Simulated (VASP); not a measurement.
# Ni (Im-3m) in VASP: further runs

Ni is run at these levels: PBE+U; tasks: band structure.

All numbers are computed with VASP 6.6.1; they aren't measurements. Logs are shortened: lines on timing, memory, paths and dates and some standing lists are left out, and cuts for length are marked.

## (1) The cell of the first run

It takes space group Im-3m (No. 229, cubic). The conventional cell has a = 2.767 Å, b = 2.767 Å, c = 2.767 Å, α = 90.00°, β = 90.00°, γ = 90.00°. Within 3.2 Å of Ni (site symmetry m-3m) lie 14 Ni at 2.40 to 2.77 Å.

This isn't the form of Ni at room conditions, which is fcc.

## (2) Band structure, PBE+U, collinear spin, ferromagnetic start

File INCAR:

```
SYSTEM = Ni
ALGO = Normal ; EDIFF = 1E-6
ENCUT = 310 ; GGA = PE
GGA_COMPAT = .False. ; ISMEAR = 2
ISPIN = 2 ; LASPH = .True.
LCHARG = .False. ; LDAU = .True.
LDAUJ = 0 ; LDAUL = 2
LDAUTYPE = 2 ; LDAUU = 4
LMAXMIX = 4 ; LORBIT = 11
LREAL = .False. ; LWAVE = .False.
MAGMOM = 1 ; NBANDS = 21
NELM = 200 ; PREC = Accurate
SIGMA = 0.1
```

File KPOINTS:

```
Automatic mesh
0
Gamma
  15 15 15
  0 0 0
```

File KPOINTS_OPT:

```
path GHNGPH,PN
12
line-mode
reciprocal
 0.0000000000  0.0000000000  0.0000000000  G
 0.5000000000 -0.5000000000  0.5000000000  H

 0.5000000000 -0.5000000000  0.5000000000  H
 0.0000000000  0.0000000000  0.5000000000  N

 0.0000000000  0.0000000000  0.5000000000  N
 0.0000000000  0.0000000000  0.0000000000  G

 0.0000000000  0.0000000000  0.0000000000  G
 0.2500000000  0.2500000000  0.2500000000  P

 0.2500000000  0.2500000000  0.2500000000  P
 0.5000000000 -0.5000000000  0.5000000000  H

 0.2500000000  0.2500000000  0.2500000000  P
 0.0000000000  0.0000000000  0.5000000000  N
```

File POSCAR:

```
Ni
1.0
   -1.3837154700      1.3837154700      1.3837154700
    1.3837154700     -1.3837154700      1.3837154700
    1.3837154700      1.3837154700     -1.3837154700
Ni
1
Direct
    0.0000000000      0.0000000000      0.0000000000
```

Potentials or basis: VASP PAW PBE potentials, release 64 (Ni).

On the command line:

```
> cat potpaw_PBE.64/Ni/POTCAR > POTCAR
> mpirun -np 1 vasp_std > vasp.out
```

OUTCAR:

```text
SYSTEM = Ni
   EDIFF = 1E-6
   ENCUT = 310
   GGA = PE
   ISMEAR = 2
   ISPIN = 2
   LASPH = .True.
   LORBIT = 11
   LREAL = .False.
   NELM = 200
   PREC = Accurate

 Found    120 irreducible k-points:

 Following reciprocal coordinates:
            Coordinates               Weight
  0.000000  0.000000  0.000000      1.000000
  0.066667  0.000000  0.000000     12.000000
  0.133333  0.000000  0.000000     12.000000
  0.200000  0.000000  0.000000     12.000000
  0.266667  0.000000  0.000000     12.000000
  0.333333  0.000000  0.000000     12.000000
   k-points           NKPTS =    120   k-points in BZ     NKDIM =    120   number of bands    NBANDS=     21
   number of dos      NEDOS =    301   number of ions     NIONS =      1
   total plane-waves  NPLWV =   2744
   dimension x,y,z NGX =    14 NGY =   14 NGZ =   14
   dimension x,y,z NGXF=    28 NGYF=   28 NGZF=   28
   ions per type =               1
   NGX,Y,Z   is equivalent  to a cutoff of   9.71,  9.71,  9.71 a.u.
   NGXF,Y,Z  is equivalent  to a cutoff of  19.42, 19.42, 19.42 a.u.
 SYSTEM =  Ni
   PREC   = accura    normal or accurate (medium, high low for compatibility)
   ISTART =      0    job   : 0-new  1-cont  2-samecut
   ICHARG =      2    charge: 1-file 2-atom 10-const
   ISPIN  =      2    spin polarized calculation?
   LNONCOLLINEAR =      F non collinear calculations
   LSORBIT =      F    spin-orbit coupling
   LASPH  =      T    aspherical Exc in radial PAW
   ENCUT  =  310.0 eV  22.78 Ry    4.77 a.u.   3.44  3.44  3.44*2*pi/ulx,y,z
   NELM   =    200;   NELMIN=  2; NELMDL= -5     # of ELM steps
   EDIFF  = 0.1E-05   stopping-criterion for ELM
   LREAL  =      F    real-space projection
   EDIFFG = 0.1E-04   stopping-criterion for IOM
   NSW    =      0    number of steps for IOM
   IBRION =     -1    ionic relax: 0-MD 1-quasi-New 2-CG
   NFREE  =      0    steps in history (QN), initial steepest desc. (CG)
   ISIF   =      2    stress and relaxation
   ISYM   =      2    0-nonsym 1-usesym 2-fastsym
   POTIM  = 0.5000    time-step for ionic-motion
   TEBEG  =    0.0;   TEEND  =   0.0 temperature during run

   SCALEE = 1.0000    scale energy and forces
   PSTRESS=    0.0 pullay stress
   NELECT =      10.0000    total number of electrons
   NUPDOWN=      -1.0000    fix difference up-down
   EMIN   =  10.00;   EMAX   =-10.00  energy-range for DOS
   EFERMI =   0.00;   METHOD = LEGACY
   ISMEAR =     2;   SIGMA  =   0.10  broadening in eV -4-tet -1-fermi 0-gaus
   EFERMI_NEDOS =   21; number of points for ismear=-14 and -15
   IALGO  =     38    algorithm
   IMIX   =      4    mixing-type and parameters
     AMIX     =   0.40;   BMIX     =  1.00
     AMIX_MAG =   1.60;   BMIX_MAG =  1.00
  volume/ion in A,a.u.               =      10.60        71.51
  Fermi-wavevector in a.u.,A,eV,Ry     =   1.605738  3.034405 35.081190  2.578395
  Thomas-Fermi vector in A             =   2.702037
   LORBIT       =     11    0 simple, 1 ext, 2 COOP (PROOUT), +10 PAW based schemes
 LDA+U is selected, type is set to LDAUTYPE =  2
   angular momentum for each species LDAUL =     2
   U (eV)           for each species LDAUU =   4.0
   J (eV)           for each species LDAUJ =   0.0
   GGA     = PE    functional components
   LHFCALC =     F    Hartree Fock is set to
   AEXX    =    0.0000 exact exchange contribution
   IVDW    =     0    specifies the selected vdW correction
   LEPSILON=     F    determine dielectric tensor
   LRPA    =     F    only Hartree local field effects (RPA)

   CSHIFT  =0.1000    complex shift for real part using Kramers Kronig

   OMEGAMAX=  -1.0    maximum frequency
 spin polarized calculation
 Methfessel and Paxton  Order N= 2 SIGMA  =   0.10
  energy-cutoff  :      310.00
  volume of cell :       10.60
 maximum number of plane-waves:       140
 NGX is ok and might be reduce to    14
   NGX =  7   NGY =  7   NGZ =  7

 number of electron      10.0000008 magnetization       0.6553411

 Free energy of the ion-electron system (eV)
  ---------------------------------------------------
  ext. energy  EPLUGINS =         0.00000000
  ---------------------------------------------------
  free energy    TOTEN  =        -2.90006088 eV

  energy without entropy =       -2.90008714  energy(sigma->0) =       -2.90006745

 E-fermi :   9.0706     XC(G=0): -13.3370

 val. band max:        9.0487695915   @ k =  -0.2667   0.2667   0.2000
 cond. band min:       9.0766593027   @ k =   0.4000   0.0667   0.0000
 fundamental gap:      0.0278897111
 Fermi energy:         9.0706297733

 spin component 1

 k-point     1 :       0.0000    0.0000    0.0000
  band No.  band energies     occupation
      1       0.6024      1.00000
      2       5.9002      1.00000
      3       5.9002      1.00000
      4       5.9002      1.00000
      5       7.5372      1.00000
      6       7.5372      1.00000
[... 9 lines left out ...]
     16      42.7521      0.00000
     17      42.7521      0.00000

 k-point     2 :       0.0667    0.0000    0.0000
  band No.  band energies     occupation
      1       0.7898      1.00000
      2       5.8569      1.00000
      3       5.9009      1.00000
      4       5.9915      1.00000
      5       7.4936      1.00000
      6       7.5405      1.00000
[... 9 lines left out ...]
     16      44.5164      0.00000
     17      44.8401      0.00000

 k-point     3 :       0.1333    0.0000    0.0000
  band No.  band energies     occupation
      1       1.3341      1.00000
      2       5.7355      1.00000
      3       5.8984      1.00000
      4       6.2540      1.00000
      5       7.3933      1.00000
      6       7.5513      1.00000
[... 9 lines left out ...]
     16      47.2549      0.00000
     17      48.4872      0.00000

 k-point     4 :       0.2000    0.0000    0.0000
  band No.  band energies     occupation
      1       2.1636      1.00000
      2       5.5592      1.00000
      3       5.9119      1.00000
      4       6.6536      1.00000
      5       7.3070      1.00000
      6       7.5712      1.00000
[... 9 lines left out ...]
     16      50.2872      0.00000
     17      52.3332      0.00000

 k-point     5 :       0.2667    0.0000    0.0000
  band No.  band energies     occupation
      1       3.0740      1.00000
      2       5.3605      1.00000
      3       6.1069      1.00000
      4       7.1340      1.00000
      5       7.2866      1.00000
      6       7.6003      1.00000
[... 9 lines left out ...]
     16      53.5330      0.00000
     17      55.6926      0.00000

 k-point     6 :       0.3333    0.0000    0.0000
  band No.  band energies     occupation
      1       3.6583      1.00000
      2       5.1741      1.00000
      3       6.8816      1.00000
      4       7.3268      1.00000
      5       7.6180      1.00000
      6       7.6345      1.00000
[... 9 lines left out ...]
     16      57.0183      0.00000
     17      57.1445      0.00000

 [... further k-points ...]

 spin component 2

 k-point     1 :       0.0000    0.0000    0.0000
  band No.  band energies     occupation
      1       0.5356      1.00000
      2       7.6795      1.00000
      3       7.6795      1.00000
      4       7.6796      1.00000
      5       8.0867      1.00000
      6       8.0867      1.00000
[... 9 lines left out ...]
     16      42.9366      0.00000
     17      42.9366      0.00000

 k-point     2 :       0.0667    0.0000    0.0000
  band No.  band energies     occupation
      1       0.7235      1.00000
      2       7.6311      1.00000
      3       7.6687      1.00000
      4       7.7732      1.00000
      5       8.0469      1.00000
      6       8.0903      1.00000
[... 9 lines left out ...]
     16      45.3816      0.00000
     17      45.6237      0.00000

 k-point     3 :       0.1333    0.0000    0.0000
  band No.  band energies     occupation
      1       1.2734      1.00000
      2       7.4958      1.00000
      3       7.5589      1.00000
      4       8.0269      1.00000
      5       8.0437      1.00000
      6       8.1023      1.00000
[... 9 lines left out ...]
     16      48.2661      0.00000
     17      49.0552      0.00000

 k-point     4 :       0.2000    0.0000    0.0000
  band No.  band energies     occupation
      1       2.1355      1.00000
      2       7.3000      1.00000
      3       7.3256      1.00000
      4       8.1209      1.00000
      5       8.1244      1.00000
      6       8.4588      1.00000
[... 9 lines left out ...]
     16      51.3187      0.00000
     17      52.5760      0.00000

 k-point     5 :       0.2667    0.0000    0.0000
  band No.  band energies     occupation
      1       3.1827      1.00000
      2       7.0806      1.00000
      3       7.1598      1.00000
      4       8.1567      1.00000
      5       8.2773      1.00000
      6       8.9638      1.04810
[... 9 lines left out ...]
     16      54.5070      0.00000
     17      55.7852      0.00000

 k-point     6 :       0.3333    0.0000    0.0000
  band No.  band energies     occupation
      1       4.1100      1.00000
      2       6.8758      1.00000
      3       7.3699      1.00000
      4       8.1947      1.00000
      5       8.4703      1.00000
      6       9.4799      0.00000
[... 9 lines left out ...]
     16      57.5725      0.00000
     17      57.8472      0.00000

 [... further k-points ...]

 [bands above 17 left out]

------------------------ aborting loop because EDIFF is reached ----------------------------------------

  FORCE on cell =-STRESS in cart. coord.  units (eV):
  Direction    XX          YY          ZZ          XY          YZ          ZX
  --------------------------------------------------------------------------------------
  -------------------------------------------------------------------------------------
  Total       -0.0908733     -0.0908733     -0.0908733     -0.0000000     -0.0000000      0.0000000
  in kB      -13.7387211    -13.7387211    -13.7387211     -0.0000000     -0.0000000      0.0000000
  external PRESSURE =     -13.7387211 kB  Pullay stress =       0.0000000 kB

 VOLUME and BASIS-vectors are now :
 -----------------------------------------------------------------------------
  energy-cutoff  :      310.00
  volume of cell :       10.60
      direct lattice vectors                 reciprocal lattice vectors
    -1.383715470  1.383715470  1.383715470     0.000000000  0.361345964  0.361345964
     1.383715470 -1.383715470  1.383715470     0.361345964  0.000000000  0.361345964
     1.383715470  1.383715470 -1.383715470     0.361345964  0.361345964  0.000000000

 POSITION                                       TOTAL-FORCE (eV/Angst)
 -----------------------------------------------------------------------------------
      0.00000      0.00000      0.00000        -0.000000      0.000000      0.000000
 -----------------------------------------------------------------------------------
    total drift:                               -0.000000     -0.000000     -0.000000

  FREE ENERGIE OF THE ION-ELECTRON SYSTEM (eV)
  ---------------------------------------------------
  free  energy   TOTEN  =        -2.9000608804 eV

  energy  without entropy=       -2.9000871447  energy(sigma->0) =       -2.90006745

 total charge

# of ion       s       p       d       tot
------------------------------------------
    1        0.489   0.451   8.493   9.433

 magnetization (x)

# of ion       s       p       d       tot
------------------------------------------
    1       -0.013  -0.028   0.717   0.676
```

Run time: 11 s. Hardware: 1 thread of Intel Xeon 6975P-C (Granite Rapids), shared host; peak memory 0.14 GiB.

Results:

| Item | Value |
| --- | --- |
| Free energy | -2.9001 eV |
| Band gap along the path | zero within the smearing |
| Net moment | 0.66 μB per cell |
| Site moments | Ni +0.68 μB |
| Valence electrons inside the program's atomic spheres | Ni 9.43 |

Levels at the corners of the path, in eV from the Fermi level:
Spin up:
```
point  band 2  band 3  band 4  band 5  band 6  band 7  band 8  band 9
    Γ   -3.17   -3.17   -3.17   -1.53   -1.53   27.34   27.34   27.34
    H   -4.98   -1.03   -1.03   -1.03   10.56   10.56   10.56   15.15
    H   -4.98   -1.03   -1.03   -1.03   10.56   10.56   10.56   15.15
    N   -4.13   -1.65   -1.38   -0.80    0.85    6.65   19.96   21.05
    N   -4.13   -1.65   -1.38   -0.80    0.85    6.65   19.96   21.05
    Γ   -3.17   -3.17   -3.17   -1.53   -1.53   27.34   27.34   27.34
    Γ   -3.17   -3.17   -3.17   -1.53   -1.53   27.34   27.34   27.34
    P   -3.85   -3.85   -1.35   -1.35    8.40    8.40    8.40   10.96
    P   -3.85   -3.85   -1.35   -1.35    8.40    8.40    8.40   10.96
    H   -4.98   -1.03   -1.03   -1.03   10.56   10.56   10.56   15.15
    P   -3.85   -3.85   -1.35   -1.35    8.40    8.40    8.40   10.96
    N   -4.13   -1.65   -1.38   -0.80    0.85    6.65   19.96   21.05
```
Spin down:
| point | band 3 | band 4 | band 5 | band 6 | band 7 | band 8 |
| --- | --- | --- | --- | --- | --- | --- |
| Γ | -1.39 | -1.39 | -0.98 | -0.98 | 27.15 | 27.15 |
| H | 0.87 | 0.87 | 0.87 | 10.57 | 10.57 | 10.57 |
| H | 0.87 | 0.87 | 0.87 | 10.57 | 10.57 | 10.57 |
| N | -0.82 | -0.67 | 0.76 | 1.12 | 7.41 | 19.81 |
| N | -0.82 | -0.67 | 0.76 | 1.12 | 7.41 | 19.81 |
| Γ | -1.39 | -1.39 | -0.98 | -0.98 | 27.15 | 27.15 |
| Γ | -1.39 | -1.39 | -0.98 | -0.98 | 27.15 | 27.15 |
| P | -2.44 | -0.79 | -0.79 | 9.01 | 9.01 | 9.01 |
| P | -2.44 | -0.79 | -0.79 | 9.01 | 9.01 | 9.01 |
| H | 0.87 | 0.87 | 0.87 | 10.57 | 10.57 | 10.57 |
| P | -2.44 | -0.79 | -0.79 | 9.01 | 9.01 | 9.01 |
| N | -0.82 | -0.67 | 0.76 | 1.12 | 7.41 | 19.81 |

Caveat: the cutoff is under 1.25 times the usual one of these potentials, so pressure, stress and relaxed cells hold a basis-set (Pulay) error; the U is typed as a test and isn't derived for this compound. The state reached can hang on the start; a lower one may exist.

[end of part 1 of 2]
